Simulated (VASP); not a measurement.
# TiO2 (I4_1/amd) in VASP: a series of runs

Aim: see how the results for TiO2 move with the level of theory and the settings. Levels: LDA, r2SCAN. Tasks: single point, relaxation of the atoms.

Program: VASP 6.6.1. These are calculated values, not measurements. Logs are shortened: lines on timing, memory, paths and dates and some standing lists are left out, and cuts for length are marked.

### 1 The cell of the first run

It takes space group I4_1/amd (No. 141, tetragonal). The conventional cell has a = 3.784 Å, b = 3.784 Å, c = 9.515 Å, α = 90.00°, β = 90.00°, γ = 90.00°. Ti (site symmetry -4m2) has 6 O at 1.94 to 1.97 Å within 2.6 Å. Within 2.6 Å of O (site symmetry 2mm) lie 3 Ti at 1.94 to 1.97 Å and 2 O at 2.46 Å.

### 2 Single point, LDA

INCAR

```
SYSTEM = TiO2
  ALGO = Normal
  EDIFF = 1E-6
  ENCUT = 520
  ISIF = 2
  ISMEAR = 0
  LASPH = .TRUE.
  LCHARG = .TRUE.
  LELF = .TRUE.
  LREAL = .FALSE.
  LVHAR = .TRUE.
  LWAVE = .FALSE.
  NBANDS = 33
  NELM = 60
  PREC = Accurate
  SIGMA = 0.01
```

KPOINTS

```
k-points
0
G
  6 6 6
  0 0 0
```

POSCAR

```
TiO2
1.0
   -1.8921000000      1.8921000000      4.7573000000
    1.8921000000     -1.8921000000      4.7573000000
    1.8921000000      1.8921000000     -4.7573000000
Ti O
2 4
Direct
    0.0000000000      0.0000000000      0.0000000000
    0.7500000000      0.2500000000      0.5000000000
    0.2072533181      0.2072533181      0.0000000000
    0.9572533181      0.4572533181      0.5000000000
    0.5427466819      0.0427466819      0.5000000000
    0.7927466819      0.7927466819      0.0000000000
```

Potentials or basis: VASP PAW LDA potentials, release 64 (Ti_sv, O).

Run with:

```
> cat potpaw_LDA.64/Ti_sv/POTCAR potpaw_LDA.64/O/POTCAR > POTCAR
> mpirun -np 1 vasp_std > vasp.out
```

OUTCAR:

```text
SYSTEM = TiO2
   EDIFF = 1E-6
   ENCUT = 520
   ISIF = 2
   ISMEAR = 0
   LASPH = .TRUE.
   LREAL = .FALSE.
   NELM = 60
   PREC = Accurate

 ion  position               nearest neighbor table
   1  0.000  0.000  0.000-   5 1.94   4 1.94   5 1.94   4 1.94   3 1.97   6 1.97
   2  0.750  0.250  0.500-   6 1.94   3 1.94   6 1.94   3 1.94   4 1.97   5 1.97
   3  0.207  0.207  0.000-   2 1.94   2 1.94   1 1.97
   4  0.957  0.457  0.500-   1 1.94   1 1.94   2 1.97
   5  0.543  0.043  0.500-   1 1.94   1 1.94   2 1.97
   6  0.793  0.793  0.000-   2 1.94   2 1.94   1 1.97

  LATTYP: Found a body centered tetragonal cell.
 ALAT       =     3.7842000000
 C/A-ratio  =     2.5142962846

  Lattice vectors:

 A1 = (  -1.8921000000,   1.8921000000,   4.7573000000)
 A2 = (   1.8921000000,  -1.8921000000,   4.7573000000)
 A3 = (   1.8921000000,   1.8921000000,  -4.7573000000)

Analysis of symmetry for initial positions (statically):
=====================================================================
 Subroutine PRICEL returns:
 Original cell was already a primitive cell.

 Routine SETGRP: Setting up the symmetry group for a
 body centered tetragonal supercell.

 Subroutine GETGRP returns: Found 16 space group operations
 (whereof  8 operations were pure point group operations)
 out of a pool of 16 trial point group operations.

The static configuration has the point symmetry D_2d.
 The point group associated with its full space group is D_4h.

Analysis of symmetry for dynamics (positions and initial velocities):
=====================================================================
 Subroutine PRICEL returns:
 Original cell was already a primitive cell.

 Routine SETGRP: Setting up the symmetry group for a
 body centered tetragonal supercell.

 Subroutine GETGRP returns: Found 16 space group operations
 (whereof  8 operations were pure point group operations)
 out of a pool of 16 trial point group operations.

The dynamic configuration has the point symmetry D_2d.
 The point group associated with its full space group is D_4h.

 Subroutine INISYM returns: Found 16 space group operations
 (whereof  8 operations are pure point group operations),
 and found     1 'primitive' translations

----------------------------------------------------------------------------------------

                                     Primitive cell

  volume of cell :      68.1253

  direct lattice vectors                    reciprocal lattice vectors
    -1.892100000  1.892100000  4.757300000     0.000000000  0.264256646  0.105101633
     1.892100000 -1.892100000  4.757300000     0.264256646  0.000000000  0.105101633
     1.892100000  1.892100000 -4.757300000     0.264256646  0.264256646  0.000000000

  length of vectors
     5.458203744  5.458203744  5.458203744     0.284390450  0.284390450  0.373715333

  position of ions in fractional coordinates (direct lattice)
     0.000000000  0.000000000  0.000000000
     0.750000000  0.250000000  0.500000000
     0.207253318  0.207253318  0.000000000
     0.957253318  0.457253318  0.500000000
     0.542746682  0.042746682  0.500000000
     0.792746682  0.792746682  0.000000000

  ion indices of the primitive-cell ions
   primitive index   ion index
                 1           1
                 2           2
                 3           3
                 4           4
                 5           5
                 6           6

----------------------------------------------------------------------------------------

 KPOINTS: k-points

Automatic generation of k-mesh.
 Grid dimensions read from file:
 generate k-points for:    6    6    6

 Generating k-lattice:

  Cartesian coordinates                     Fractional coordinates (reciprocal lattice)
     0.000000000  0.044042774  0.017516939     0.166666667  0.000000000 -0.000000000
     0.044042774  0.000000000  0.017516939     0.000000000  0.166666667 -0.000000000
     0.044042774  0.044042774  0.000000000     0.000000000  0.000000000  0.166666667

  Length of vectors
     0.047398408  0.047398408  0.062285889

  Shift w.r.t. Gamma in fractional coordinates (k-lattice)
     0.000000000  0.000000000  0.000000000

 Subroutine IBZKPT returns following result:
 ===========================================

 Found     30 irreducible k-points:

 Following reciprocal coordinates:
            Coordinates               Weight
  0.000000  0.000000  0.000000      1.000000
  0.166667 -0.000000  0.000000      8.000000
  0.333333  0.000000  0.000000      8.000000
  0.500000  0.000000  0.000000      4.000000
  0.166667  0.166667  0.000000      8.000000
  0.333333  0.166667 -0.000000     16.000000
[... 16 lines left out ...]
 -0.333333 -0.333333  0.166667      8.000000
 -0.166667 -0.333333  0.166667      8.000000
 [... further k-points ...]
   k-points           NKPTS =     30   k-points in BZ     NKDIM =     30   number of bands    NBANDS=     33
   number of dos      NEDOS =    301   number of ions     NIONS =      6
   total plane-waves  NPLWV =  74088
   dimension x,y,z NGX =    42 NGY =   42 NGZ =   42
   dimension x,y,z NGXF=    84 NGYF=   84 NGZF=   84
   ions per type =               2   4
   NGX,Y,Z   is equivalent  to a cutoff of  12.79, 12.79, 12.79 a.u.
   NGXF,Y,Z  is equivalent  to a cutoff of  25.58, 25.58, 25.58 a.u.
 SYSTEM =  TiO2
   PREC   = accura    normal or accurate (medium, high low for compatibility)
   ISTART =      0    job   : 0-new  1-cont  2-samecut
   ICHARG =      2    charge: 1-file 2-atom 10-const
   ISPIN  =      1    spin polarized calculation?
   LNONCOLLINEAR =      F non collinear calculations
   LSORBIT =      F    spin-orbit coupling
   LASPH  =      T    aspherical Exc in radial PAW
   ENCUT  =  520.0 eV  38.22 Ry    6.18 a.u.  10.15 10.15 10.15*2*pi/ulx,y,z
   NELM   =     60;   NELMIN=  2; NELMDL= -5     # of ELM steps
   EDIFF  = 0.1E-05   stopping-criterion for ELM
   LREAL  =      F    real-space projection
   EDIFFG = 0.1E-04   stopping-criterion for IOM
   NSW    =      0    number of steps for IOM
   IBRION =     -1    ionic relax: 0-MD 1-quasi-New 2-CG
   NFREE  =      0    steps in history (QN), initial steepest desc. (CG)
   ISIF   =      2    stress and relaxation
   ISYM   =      2    0-nonsym 1-usesym 2-fastsym
   POTIM  = 0.5000    time-step for ionic-motion
   TEBEG  =    0.0;   TEEND  =   0.0 temperature during run
   PSTRESS=    0.0 pullay stress
   NELECT =      48.0000    total number of electrons
   NUPDOWN=      -1.0000    fix difference up-down
   EMIN   =  10.00;   EMAX   =-10.00  energy-range for DOS
   EFERMI =   0.00;   METHOD = LEGACY
   ISMEAR =     0;   SIGMA  =   0.01  broadening in eV -4-tet -1-fermi 0-gaus
   EFERMI_NEDOS =   21; number of points for ismear=-14 and -15
   IALGO  =     38    algorithm
   IMIX   =      4    mixing-type and parameters
     AMIX     =   0.40;   BMIX     =  1.00
     AMIX_MAG =   1.60;   BMIX_MAG =  1.00
  volume/ion in A,a.u.               =      11.35        76.62
  Fermi-wavevector in a.u.,A,eV,Ry     =   1.456752  2.752862 28.873289  2.122127
  Thomas-Fermi vector in A             =   2.573634
   LORBIT       =      0    0 simple, 1 ext, 2 COOP (PROOUT), +10 PAW based schemes
   GGA     = CA    functional components
   LHFCALC =     F    Hartree Fock is set to
   AEXX    =    0.0000 exact exchange contribution
   IVDW    =     0    specifies the selected vdW correction
   LEPSILON=     F    determine dielectric tensor
   LRPA    =     F    only Hartree local field effects (RPA)
 non-spin polarized calculation
 Gauss-broadening in eV      SIGMA  =   0.01
  energy-cutoff  :      520.00
  volume of cell :       68.13
 maximum number of plane-waves:      1850
 NGX is ok and might be reduce to    42
   NGX = 21   NGY = 21   NGZ = 21

 number of electron      47.9999992 magnetization

 Free energy of the ion-electron system (eV)
  ---------------------------------------------------
  ext. energy  EPLUGINS =         0.00000000
  ---------------------------------------------------
  free energy    TOTEN  =       -58.80984005 eV

  energy without entropy =      -58.80984005  energy(sigma->0) =      -58.80984005

 E-fermi :   3.0988     XC(G=0): -11.3393

 val. band max:        3.0275986959   @ k =   0.5000   0.5000   0.0000
 cond. band min:       5.0946475241   @ k =   0.0000   0.0000   0.0000
 fundamental gap:      2.0670488282
 Fermi energy:         3.0987889713

 k-point     1 :       0.0000    0.0000    0.0000
  band No.  band energies     occupation
      1     -52.5618      2.00000
      2     -52.4962      2.00000
      3     -29.4512      2.00000
      4     -29.1907      2.00000
      5     -29.1907      2.00000
      6     -29.1145      2.00000
[... 25 lines left out ...]
     32       8.4469      0.00000
     33       8.4849      0.00000

 k-point     2 :       0.1667   -0.0000    0.0000
  band No.  band energies     occupation
      1     -52.5580      2.00000
      2     -52.4988      2.00000
      3     -29.4430      2.00000
      4     -29.2258      2.00000
      5     -29.1934      2.00000
      6     -29.1282      2.00000
[... 25 lines left out ...]
     32       8.7210      0.00000
     33       9.0427      0.00000

 k-point     3 :       0.3333    0.0000    0.0000
  band No.  band energies     occupation
      1     -52.5489      2.00000
      2     -52.5055      2.00000
      3     -29.4264      2.00000
      4     -29.2930      2.00000
      5     -29.1979      2.00000
      6     -29.1482      2.00000
[... 25 lines left out ...]
     32       9.0899      0.00000
     33       9.5280      0.00000

 k-point     4 :       0.5000    0.0000    0.0000
  band No.  band energies     occupation
      1     -52.5430      2.00000
      2     -52.5102      2.00000
      3     -29.4164      2.00000
      4     -29.3284      2.00000
      5     -29.1999      2.00000
      6     -29.1526      2.00000
[... 25 lines left out ...]
     32       9.1909      0.00000
     33       9.7172      0.00000

 k-point     5 :       0.1667    0.1667    0.0000
  band No.  band energies     occupation
      1     -52.5525      2.00000
      2     -52.5032      2.00000
      3     -29.4249      2.00000
      4     -29.2503      2.00000
      5     -29.2131      2.00000
      6     -29.1369      2.00000
[... 604 lines left out ...]
 k-point    22 :      -0.1667    0.5000    0.1667
  band No.  band energies     occupation
      1     -52.5414      2.00000
      2     -52.5130      2.00000
      3     -29.3899      2.00000
      4     -29.3043      2.00000
      5     -29.2042      2.00000
      6     -29.1510      2.00000
[... 25 lines left out ...]
     32       9.1562      0.00000
     33       9.3190      0.00000

 k-point    23 :      -0.3333   -0.3333    0.1667
  band No.  band energies     occupation
      1     -52.5421      2.00000
      2     -52.5136      2.00000
      3     -29.3670      2.00000
      4     -29.2716      2.00000
      5     -29.2189      2.00000
      6     -29.1483      2.00000
[... 25 lines left out ...]
     32       9.1142      0.00000
     33       9.5368      0.00000

 k-point    24 :      -0.1667   -0.3333    0.1667
  band No.  band energies     occupation
      1     -52.5502      2.00000
      2     -52.5067      2.00000
      3     -29.3959      2.00000
      4     -29.2416      2.00000
      5     -29.2036      2.00000
      6     -29.1215      2.00000
[... 25 lines left out ...]
     32       8.8463      0.00000
     33       8.9558      0.00000

 [... further k-points ...]

------------------------ aborting loop because EDIFF is reached ----------------------------------------

  FORCE on cell =-STRESS in cart. coord.  units (eV):
  Direction    XX          YY          ZZ          XY          YZ          ZX
  --------------------------------------------------------------------------------------
  -------------------------------------------------------------------------------------
  Total       -2.4985614     -2.4985614     -1.4934654      0.0000000      0.0000000      0.0000000
  in kB      -58.7613684    -58.7613684    -35.1234410      0.0000000      0.0000000      0.0000000
  external PRESSURE =     -50.8820593 kB  Pullay stress =       0.0000000 kB

 VOLUME and BASIS-vectors are now :
 -----------------------------------------------------------------------------
  energy-cutoff  :      520.00
  volume of cell :       68.13
      direct lattice vectors                 reciprocal lattice vectors
    -1.892100000  1.892100000  4.757300000     0.000000000  0.264256646  0.105101633
     1.892100000 -1.892100000  4.757300000     0.264256646  0.000000000  0.105101633
     1.892100000  1.892100000 -4.757300000     0.264256646  0.264256646  0.000000000

 POSITION                                       TOTAL-FORCE (eV/Angst)
 -----------------------------------------------------------------------------------
      0.00000      0.00000      0.00000        -0.000000     -0.000000      0.000000
      0.00000      1.89210      2.37865        -0.000000     -0.000000     -0.000000
      0.00000      0.00000      1.97193        -0.000000      0.000000      0.037163
     -0.00000      1.89210      4.35058         0.000000     -0.000000      0.037163
      0.00000      1.89210      0.40672         0.000000     -0.000000     -0.037163
      0.00000      0.00000      7.54267        -0.000000      0.000000     -0.037163
 -----------------------------------------------------------------------------------
    total drift:                               -0.000000      0.000000      0.000000

  FREE ENERGIE OF THE ION-ELECTRON SYSTEM (eV)
  ---------------------------------------------------
  free  energy   TOTEN  =       -58.8098400503 eV

  energy  without entropy=      -58.8098400503  energy(sigma->0) =      -58.80984005
```

Run time: 2 min. Hardware: 1 thread of Intel Xeon Platinum 8488C (Sapphire Rapids), shared host; peak memory 0.23 GiB.

What came out:

- Free energy: -58.8098 eV
- Pressure: -5.1 GPa
- Largest force: 0.037 eV/Å
- Band gap on the k mesh: 2.07 eV (least direct gap 2.36 eV)

Forces in eV/Å, atoms in the order of the input:
```
Ti   0.000  0.000  0.000
Ti   0.000  0.000  0.000
O    0.000  0.000  0.037
O    0.000  0.000  0.037
O    0.000  0.000 -0.037
O    0.000  0.000 -0.037
```

Caveat: the cell stands under tension.

### 3 Single point, r2SCAN

POSCAR

```
TiO2
1.0
   -1.8921000000      1.8921000000      4.7573000000
    1.8921000000     -1.8921000000      4.7573000000
    1.8921000000      1.8921000000     -4.7573000000
Ti O
2 4
Direct
    0.0000000000      0.0000000000      0.0000000000
    0.7500000000      0.2500000000      0.5000000000
    0.2081573452      0.2081573452      0.0000000000
    0.9581573452      0.4581573452      0.5000000000
    0.5418426548      0.0418426548      0.5000000000
    0.7918426548      0.7918426548      0.0000000000
```

INCAR.step1

```
SYSTEM = TiO2
PREC     = Accurate       ! precision mode
ENCUT    = 520            ! plane-wave cutoff, eV
ISMEAR   = 0              ! smearing method
SIGMA    = 0.01           ! smearing width, eV
LREAL    = .False.        ! projectors in reciprocal space
LASPH    = .True.         ! aspherical terms in the spheres
NELM     = 100            ! most SCF steps
NBANDS   = 33             ! bands
GGA      = PE             ! functional
ALGO     = Normal         ! electronic algorithm
EDIFF    = 1E-4           ! SCF threshold, eV
LWAVE    = .True.         ! write WAVECAR
LCHARG   = .False.        ! write CHGCAR
```

INCAR.step2

```
SYSTEM = TiO2
PREC     = Accurate       ! precision mode
ENCUT    = 520            ! plane-wave cutoff, eV
EDIFF    = 1E-7           ! SCF threshold, eV
ISMEAR   = 0              ! smearing method
SIGMA    = 0.01           ! smearing width, eV
LREAL    = .False.        ! projectors in reciprocal space
LASPH    = .True.         ! aspherical terms in the spheres
NELM     = 100            ! most SCF steps
ALGO     = Normal         ! electronic algorithm
ISIF     = 2              ! what is computed and relaxed
LWAVE    = .False.        ! write WAVECAR
LCHARG   = .True.         ! write CHGCAR
METAGGA  = R2SCAN         ! meta-GGA
LMIXTAU  = .True.       
LELF     = .True.         ! ELF
LVHAR    = .True.       
NBANDS   = 33             ! bands
ISTART   = 1
```

KPOINTS

```
Automatic mesh
0
Gamma
  6 6 6
  0 0 0
```

Potentials or basis: VASP PAW PBE potentials, release 64 (Ti_sv, O).

Run with:

```
> cat potpaw_PBE.64/Ti_sv/POTCAR potpaw_PBE.64/O/POTCAR > POTCAR
> cp INCAR.step1 INCAR
> mpirun -np 1 vasp_std > vasp.out
> cp INCAR.step2 INCAR
> mpirun -np 1 vasp_std > vasp.out
```

It took 7.1 min on 1 thread of Intel Xeon Platinum 8488C (Sapphire Rapids), shared host; peak memory 0.3 GiB.

It converged, with:

```yaml
Free_energy: -69.8557 eV
Pressure: 1.7 GPa
Largest_force: 0.029 eV/Å
Band_gap_on_the_k_mesh: 2.57 eV (least direct gap 2.90 eV)
```

Forces in eV/Å, atoms in the order of the input:
```
Ti   0.000  0.000  0.000
Ti   0.000  0.000  0.000
O    0.000  0.000  0.029
O    0.000  0.000  0.029
O    0.000  0.000 -0.029
O    0.000  0.000 -0.029
```

Stress tensor (GPa, compression positive):
```
1.50 0.00 0.00
0.00 1.50 0.00
0.00 0.00 2.16
```

Levels at points of the mesh, in eV from the valence-band top:
```
           k point  band 22  band 23  band 24  band 25  band 26  band 27
(0.00, 0.00, 0.00)    -0.75    -0.45    -0.45     2.57     3.31     4.45
(0.50, 0.00, 0.00)    -0.94    -0.84    -0.64     3.70     4.00     4.01
(0.50, 0.50, 0.00)    -2.07     0.00     0.00     3.80     3.80     4.26
(0.50, 0.50, 0.50)    -1.27    -0.10    -0.10     2.93     2.93     4.25
```

Caveat: the PAW data sets were made with another functional, which shifts forces and pressure a little. r2SCAN opens gaps a little over a GGA but as a rule still falls short of measured ones.

[end of part 1 of 2]
